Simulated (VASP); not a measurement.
# Pb (R-3m) in VASP: a series of runs, part 3 of 3

VASP 6.6.1.

## 6. Single point, PBEsol

This run uses another cell than the first one, of the same volume but with other edges.

The input, INCAR:

```
PREC = Accurate
ENCUT = 520
EDIFF = 1E-6
ISMEAR = 0
SIGMA = 0.15
LREAL = F
LASPH = T
NELM = 100
ALGO = Fast
ISIF = 2
LWAVE = F
LCHARG = F
GGA = PS
NBANDS = 13
```

The input, KPOINTS:

```
Automatic mesh
0
Gamma
  18 18 18
```

The input, POSCAR:

```
Pb
1.0
   -0.2607286831      2.3465581477      2.3465581477
    2.3465581477     -0.2607286831      2.3465581477
    2.3465581477      2.3465581477     -0.2607286831
Pb
1
Direct
    0.0000000000      0.0000000000      0.0000000000
```

Potentials or basis: VASP PAW PBE potentials, release 64 (Pb_d).

Launch:

```bash
> cat potpaw_PBE.64/Pb_d/POTCAR > POTCAR
> mpirun -np 1 vasp_std > vasp.out
```

OUTCAR:

```text
PREC = Accurate
   ENCUT = 520
   EDIFF = 1E-6
   ISMEAR = 0
   LREAL = F
   LASPH = T
   NELM = 100
   ISIF = 2
   GGA = PS

 ion  position               nearest neighbor table
   1  0.000  0.000  0.000-

  LATTYP: Found a trigonal (rhomboedric) cell.
 ALAT       =     3.3287609898
 COS(alpha) =     0.3865030675

  Lattice vectors:

 A1 = (  -0.2607286831,   2.3465581477,   2.3465581477)
 A2 = (   2.3465581477,  -0.2607286831,   2.3465581477)
 A3 = (   2.3465581477,   2.3465581477,  -0.2607286831)

Analysis of symmetry for initial positions (statically):
=====================================================================
 Subroutine PRICEL returns:
 Original cell was already a primitive cell.

 Routine SETGRP: Setting up the symmetry group for a
 trigonal (rhombohedral) supercell.

 Subroutine GETGRP returns: Found 12 space group operations
 (whereof 12 operations were pure point group operations)
 out of a pool of 12 trial point group operations.

The static configuration has the point symmetry D_3d.

Analysis of symmetry for dynamics (positions and initial velocities):
=====================================================================
 Subroutine PRICEL returns:
 Original cell was already a primitive cell.

 Routine SETGRP: Setting up the symmetry group for a
 trigonal (rhombohedral) supercell.

 Subroutine GETGRP returns: Found 12 space group operations
 (whereof 12 operations were pure point group operations)
 out of a pool of 12 trial point group operations.

The dynamic configuration has the point symmetry D_3d.

 Subroutine INISYM returns: Found 12 space group operations
 (whereof 12 operations are pure point group operations),
 and found     1 'primitive' translations

----------------------------------------------------------------------------------------

                                     Primitive cell

  volume of cell :      30.1311

  direct lattice vectors                    reciprocal lattice vectors
    -0.260728683  2.346558148  2.346558148    -0.180489630  0.203050834  0.203050834
     2.346558148 -0.260728683  2.346558148     0.203050834 -0.180489630  0.203050834
     2.346558148  2.346558148 -0.260728683     0.203050834  0.203050834 -0.180489630

  length of vectors
     3.328760990  3.328760990  3.328760990     0.339169263  0.339169263  0.339169263

  position of ions in fractional coordinates (direct lattice)
     0.000000000  0.000000000  0.000000000

  ion indices of the primitive-cell ions
   primitive index   ion index
                 1           1

----------------------------------------------------------------------------------------

 KPOINTS: Automatic mesh

Automatic generation of k-mesh.
 Grid dimensions read from file:
 generate k-points for:   18   18   18

 Generating k-lattice:

  Cartesian coordinates                     Fractional coordinates (reciprocal lattice)
    -0.010027202  0.011280602  0.011280602     0.055555556  0.000000000  0.000000000
     0.011280602 -0.010027202  0.011280602     0.000000000  0.055555556  0.000000000
     0.011280602  0.011280602 -0.010027202     0.000000000  0.000000000  0.055555556

  Length of vectors
     0.018842737  0.018842737  0.018842737

  Shift w.r.t. Gamma in fractional coordinates (k-lattice)
     0.000000000  0.000000000  0.000000000

 Subroutine IBZKPT returns following result:
 ===========================================

 Found    580 irreducible k-points:

 Following reciprocal coordinates:
            Coordinates               Weight
  0.000000  0.000000  0.000000      1.000000
  0.055556  0.000000  0.000000      6.000000
  0.111111  0.000000  0.000000      6.000000
  0.166667  0.000000  0.000000      6.000000
  0.222222  0.000000  0.000000      6.000000
  0.277778  0.000000  0.000000      6.000000
[... 16 lines left out ...]
 -0.277778  0.055556 -0.000000     12.000000
 -0.222222  0.055556  0.000000     12.000000
 [... further k-points ...]
   k-points           NKPTS =    580   k-points in BZ     NKDIM =    580   number of bands    NBANDS=     13
   number of dos      NEDOS =    301   number of ions     NIONS =      1
   total plane-waves  NPLWV =  21952
   dimension x,y,z NGX =    28 NGY =   28 NGZ =   28
   dimension x,y,z NGXF=    56 NGYF=   56 NGZF=   56
   ions per type =               1
   NGX,Y,Z   is equivalent  to a cutoff of  13.98, 13.98, 13.98 a.u.
   NGXF,Y,Z  is equivalent  to a cutoff of  27.97, 27.97, 27.97 a.u.
 SYSTEM =  unknown system
   PREC   = accura    normal or accurate (medium, high low for compatibility)
   ISTART =      0    job   : 0-new  1-cont  2-samecut
   ICHARG =      2    charge: 1-file 2-atom 10-const
   ISPIN  =      1    spin polarized calculation?
   LNONCOLLINEAR =      F non collinear calculations
   LSORBIT =      F    spin-orbit coupling
   LASPH  =      T    aspherical Exc in radial PAW
   ENCUT  =  520.0 eV  38.22 Ry    6.18 a.u.   6.19  6.19  6.19*2*pi/ulx,y,z
   NELM   =    100;   NELMIN=  2; NELMDL= -5     # of ELM steps
   EDIFF  = 0.1E-05   stopping-criterion for ELM
   LREAL  =      F    real-space projection
[... 7 lines left out ...]
   TEBEG  =    0.0;   TEEND  =   0.0 temperature during run
   PSTRESS=    0.0 pullay stress
   NELECT =      14.0000    total number of electrons
   NUPDOWN=      -1.0000    fix difference up-down
   EMIN   =  10.00;   EMAX   =-10.00  energy-range for DOS
   EFERMI =   0.00;   METHOD = LEGACY
   ISMEAR =     0;   SIGMA  =   0.15  broadening in eV -4-tet -1-fermi 0-gaus
   EFERMI_NEDOS =   21; number of points for ismear=-14 and -15
   IALGO  =     68    algorithm
   IMIX   =      4    mixing-type and parameters
     AMIX     =   0.40;   BMIX     =  1.00
     AMIX_MAG =   1.60;   BMIX_MAG =  1.00
  volume/ion in A,a.u.               =      30.13       203.33
  Fermi-wavevector in a.u.,A,eV,Ry     =   1.267980  2.396135 21.875082  1.607773
  Thomas-Fermi vector in A             =   2.401099
   LORBIT       =      0    0 simple, 1 ext, 2 COOP (PROOUT), +10 PAW based schemes
   GGA     = PS    functional components
   LHFCALC =     F    Hartree Fock is set to
   AEXX    =    0.0000 exact exchange contribution
   IVDW    =     0    specifies the selected vdW correction
   LEPSILON=     F    determine dielectric tensor
   LRPA    =     F    only Hartree local field effects (RPA)
 non-spin polarized calculation
 RMM-DIIS sequential band-by-band and
 Gauss-broadening in eV      SIGMA  =   0.15
  energy-cutoff  :      520.00
  volume of cell :       30.13
 maximum number of plane-waves:       825
 NGX is ok and might be reduce to    28

 number of electron      14.0000001 magnetization

 Free energy of the ion-electron system (eV)
  ---------------------------------------------------
  ext. energy  EPLUGINS =         0.00000000
  ---------------------------------------------------
  free energy    TOTEN  =        -3.94833852 eV

  energy without entropy =       -3.94313026  energy(sigma->0) =       -3.94573439

 E-fermi :   7.1960     XC(G=0): -10.3583

 val. band max:        7.1953243592   @ k =  -0.2222   0.1667  -0.0000
 cond. band min:       7.2014963331   @ k =   0.3333   0.2222   0.0000
 fundamental gap:      0.0061719739
 Fermi energy:         7.1960476111

 k-point     1 :       0.0000    0.0000    0.0000
  band No.  band energies     occupation
      1      -9.9507      2.00000
      2      -9.9507      2.00000
      3      -9.7289      2.00000
      4      -9.6590      2.00000
      5      -9.6590      2.00000
      6      -4.6992      2.00000
      7      13.5536      0.00000
      8      13.5536      0.00000
      9      14.7933      0.00000
     10      17.4131      0.00000
     11      18.5408      0.00000
     12      18.5408      0.00000
     13      19.5302      0.00000
[... 353 lines left out ...]
 k-point    24 :      -0.2222    0.0556    0.0000
  band No.  band energies     occupation
      1      -9.9367      2.00000
      2      -9.8957      2.00000
      3      -9.7034      2.00000
      4      -9.6581      2.00000
      5      -9.6390      2.00000
      6      -3.6489      2.00000
      7       7.7485      0.00000
      8      12.1774      0.00000
      9      14.1663      0.00000
     10      18.3151      0.00000
     11      18.9248      0.00000
     12      19.5199      0.00000
     13      20.6116      0.00000

 [... further k-points ...]

------------------------ aborting loop because EDIFF is reached ----------------------------------------

  FORCE on cell =-STRESS in cart. coord.  units (eV):
  Direction    XX          YY          ZZ          XY          YZ          ZX
  --------------------------------------------------------------------------------------
  -------------------------------------------------------------------------------------
  Total        0.1307350      0.1307350      0.1307350      0.3034617      0.3034617      0.3034617
  in kB        6.9516384      6.9516384      6.9516384     16.1361203     16.1361203     16.1361203
  external PRESSURE =       6.9516384 kB  Pullay stress =       0.0000000 kB

 VOLUME and BASIS-vectors are now :
 -----------------------------------------------------------------------------
  energy-cutoff  :      520.00
  volume of cell :       30.13
      direct lattice vectors                 reciprocal lattice vectors
    -0.260728683  2.346558148  2.346558148    -0.180489630  0.203050834  0.203050834
     2.346558148 -0.260728683  2.346558148     0.203050834 -0.180489630  0.203050834
     2.346558148  2.346558148 -0.260728683     0.203050834  0.203050834 -0.180489630

 POSITION                                       TOTAL-FORCE (eV/Angst)
 -----------------------------------------------------------------------------------
      0.00000      0.00000      0.00000         0.000000     -0.000000     -0.000000
 -----------------------------------------------------------------------------------
    total drift:                               -0.000000     -0.000000     -0.000000

  FREE ENERGIE OF THE ION-ELECTRON SYSTEM (eV)
  ---------------------------------------------------
  free  energy   TOTEN  =        -3.9483385192 eV

  energy  without entropy=       -3.9431302615  energy(sigma->0) =       -3.94573439
```

Wall time 2.6 min (1 thread of Intel Xeon Platinum 8488C (Sapphire Rapids), shared host); peak memory 0.32 GiB.

Results:

* Free energy: -3.9483 eV
* Pressure: 0.7 GPa
* Band gap on the k mesh: zero (bands 7 and 8 overlap by 8.11 eV)

Stress tensor (GPa, compression positive):
```
0.70 1.61 1.61
1.61 0.70 1.61
1.61 1.61 0.70
```

Levels at points of the mesh, in eV from the Fermi level:
```tsv
k point	band 5	band 6	band 7	band 8	band 9	band 10
(0.00, 0.00, 0.00)	-16.86	-11.90	6.36	6.36	7.60	10.22
(0.50, 0.00, 0.00)	-16.71	-8.61	-4.43	5.81	6.35	9.93
(0.50, 0.50, 0.00)	-16.66	-6.72	-3.35	0.78	3.58	4.76
(0.50, 0.50, 0.50)	-16.68	-6.74	-3.78	3.85	3.85	7.58
```

Caveat: the PAW data sets were made with another functional, which shifts forces and pressure a little; spin-orbit coupling is left out, which moves the levels of the heavy elements.

## 7. The runs side by side

| cell | gap on the mesh (eV) | pressure (GPa) |
| --- | --- | --- |
| a = 4.802 Å, angles 33.6°, 1 atom | none | 33.6 |
| a = 3.203 Å, angles 75.3°, 1 atom | none | 2.3 |
| a = 4.012 Å, angles 45.7°, 1 atom | none | 6.5 |
| a = 3.136 Å, angles 82.7°, 1 atom | none | 3.0 |
| a = 3.329 Å, angles 67.3°, 1 atom | none | 0.7 |

Alike in all rows: task single point; level PBEsol; potentials or basis VASP PAW PBE potentials, release 64 (Pb_d); no spin polarisation; k mesh 18 × 18 × 18; cutoff (eV) 520; smearing gaussian 0.15 eV.

Caveats: the PAW data sets were made with another functional, which shifts forces and pressure a little; spin-orbit coupling is left out, which moves the levels of the heavy elements; the cell stands under pressure (at least some runs).

Absolute energies hang on the potentials; compare differences alone.
